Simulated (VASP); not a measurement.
Input of a VASP 6.6.1 run:

The input POSCAR:

```
Mg
1.0
    3.1089570657      0.0000000000      0.0000000000
   -1.5544785329      2.6924357981      0.0000000000
    0.0000000000      0.0000000000      3.1033897965
Mg
1
Direct
    0.0000000000      0.0000000000      0.0000000000
```

File INCAR.step1:

```
SYSTEM = Mg
ALGO = Normal ; EDIFF = 1E-5
ENCUT = 660 ; GGA = PE
GGA_COMPAT = .False. ; ISMEAR = 0
LASPH = .True. ; LCHARG = .False.
LREAL = .False. ; LWAVE = .True.
NBANDS = 7 ; NELM = 120
PREC = Accurate ; SIGMA = 0.1
```

Contents of INCAR.step2:

```
SYSTEM = Mg
ALGO = Normal ; EDIFF = 1E-6
ENCUT = 660 ; GGA_COMPAT = .False.
ISIF = 2 ; ISMEAR = 0
ISTART = 1 ; LASPH = .True.
LCHARG = .False. ; LMIXTAU = .True.
LREAL = .False. ; LWAVE = .False.
METAGGA = R2SCAN ; NBANDS = 7
NELM = 120 ; PREC = Accurate
SIGMA = 0.1
```

The input KPOINTS:

```
k-points
0
Gamma
  19 19 18
  0 0 0
```

Potentials or basis: VASP PAW PBE potentials, release 64 (Mg).

Launch:

```console
$ cat potpaw_PBE.64/Mg/POTCAR > POTCAR
$ cp INCAR.step1 INCAR
$ mpirun -np 1 vasp_std > vasp.out
$ cp INCAR.step2 INCAR
$ mpirun -np 1 vasp_std > vasp.out
```

Question: Predict the pressure.

Answer: -1.3 GPa.

Question: What does it give for the band gap on the k mesh?

Answer: Zero (bands 1 and 2 overlap by 5.29 eV).

Stress tensor (GPa, compression positive):
```
-1.34  0.00  0.00
 0.00 -1.34  0.00
 0.00  0.00 -1.25
```

Caveat: the PAW data sets were made with another functional, which shifts forces and pressure a little.
